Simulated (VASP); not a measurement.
Write the native input for VASP 6.6.1 that does the following.

- Task: single point
- Functional: PBEsol
- Potentials or basis: VASP PAW PBE potentials, release 64 (Ti_sv)
- Cutoff: 520 eV
- k mesh: 12 × 12 × 18
- Occupations: gaussian, width 0.15 eV
- Spin: no spin polarisation
- Dipole correction: no
- Further INCAR settings: ALGO = Fast; EDIFF = 1e-06; NBANDS = 25

The structure of Ti lies in POSCAR:

```
Ti
1.0
    4.6281723153      0.0000000000      0.0000000000
   -2.3140861576      4.0081147981      0.0000000000
    0.0000000000      0.0000000000      2.9387333371
Ti
3
Direct
    0.0000000000      0.0000000000      0.0000000000
    0.3333333333      0.6666666667      0.5000000000
    0.6666666667      0.3333333333      0.5000000000
```

This isn't the form of Ti at room conditions, which is hcp.

This cell differs from its parent crystal: strain +0.025 along x and y, +0.050 along z.

The input as run:

INCAR

```
PREC     = Accurate       # precision mode
ENCUT    = 520            # plane-wave cutoff, eV
EDIFF    = 1E-6           # SCF threshold, eV
ISMEAR   = 0              # smearing method
SIGMA    = 0.15           # smearing width, eV
LREAL    = F              # projectors in reciprocal space
LASPH    = T              # aspherical terms in the spheres
NELM     = 100            # most SCF steps
ALGO     = Fast           # electronic algorithm
ISIF     = 2              # what is computed and relaxed
LWAVE    = F              # write WAVECAR
LCHARG   = F              # write CHGCAR
GGA      = PS             # functional
NBANDS   = 25             # bands
```

KPOINTS

```
Automatic mesh
0
Gamma
  12 12 18
```

Potentials or basis: VASP PAW PBE potentials, release 64 (Ti_sv).

Command:

```bash
$ cat potpaw_PBE.64/Ti_sv/POTCAR > POTCAR
$ mpirun -np 1 vasp_std > vasp.out
```

It gave:

```
Pressure               : -10.0 GPa
Band gap on the k mesh : zero (bands 18 and 19 overlap by 0.33 eV)
```

Caveat: the cell differs from its parent crystal (strain +0.025 along x and y, +0.050 along z); the cell stands under tension; the PAW data sets were made with another functional, which shifts forces and pressure a little.

Run time: 6.5 min on 1 thread of Intel(R) Xeon(R) 6975P-C (Granite Rapids), with other jobs on the host, peak memory 0.32 GiB.
